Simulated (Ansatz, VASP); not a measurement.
MgS: VASP beside Ansatz

File INCAR:

```
SYSTEM = MgS
PREC = Accurate ; ENCUT = 520
EDIFF = 1E-7 ; ISMEAR = -1
SIGMA = 0.05 ; LREAL = .False.
LASPH = .True. ; NELM = 80
ALGO = Normal ; ISIF = 2
LWAVE = .False. ; LCHARG = .False.
GGA = PE ; NBANDS = 11
```

KPOINTS

```
regular mesh
0
Gamma
  4 4 4
  0 0 0
```

The input POSCAR:

```
MgS
1.0
    0.0000000000      2.8331200468      2.8331200468
    2.8331200468      0.0000000000      2.8331200468
    2.8331200468      2.8331200468      0.0000000000
S Mg
1 1
Direct
    0.2500000000      0.2500000000      0.2500000000
    0.0000000000      0.0000000000      0.0000000000
```

File input.yaml:

```yaml
crystal:
  lattice:
    - [0.0, 2.8331200468, 2.8331200468]
    - [2.8331200468, 0.0, 2.8331200468]
    - [2.8331200468, 2.8331200468, 0.0]
  atoms:
    - { symbol: S, position: [0.25, 0.25, 0.25] }
    - { symbol: Mg, position: [0.0, 0.0, 0.0] }
kpoints:
  mp_grid: { grid: [4, 4, 4] }
scf:
  occupations: { method: fermi_dirac, width: 0.05 }
hamiltonian:
  xc: pbe
  pseudopotentials: { kind: all_electron, datasets: crystal }
output:
  forces: true
  stress: true
  eigenvalues: true
```

Alike in both runs: task single point; functional PBE; k mesh 4 × 4 × 4; occupations fermi-dirac, width 0.05 eV; no spin polarisation.

|  | VASP | Ansatz |
| --- | --- | --- |
| version | VASP 6.6.1 | Ansatz 0.2.0 |
| potentials or method | VASP PAW PBE potentials, release 64 (S, Mg), cutoff 520 eV | all-electron PAW datasets made for the crystal |

Ansatz gave:

| Item | Value |
| --- | --- |
| gap on the k mesh at the Fermi level (eV) | 3.44 |
| least direct gap on the mesh (eV) | 3.44 |
| pressure (GPa) | 1.0 |

Estimate VASP's values.

gap on the k mesh at the Fermi level (eV): 3.44; least direct gap on the mesh (eV): 3.44; pressure (GPa): 0.9.

Ansatz ran all-electron here, and VASP with PAW potentials.

The k mesh is coarse, so the values compare programs but aren't converged.
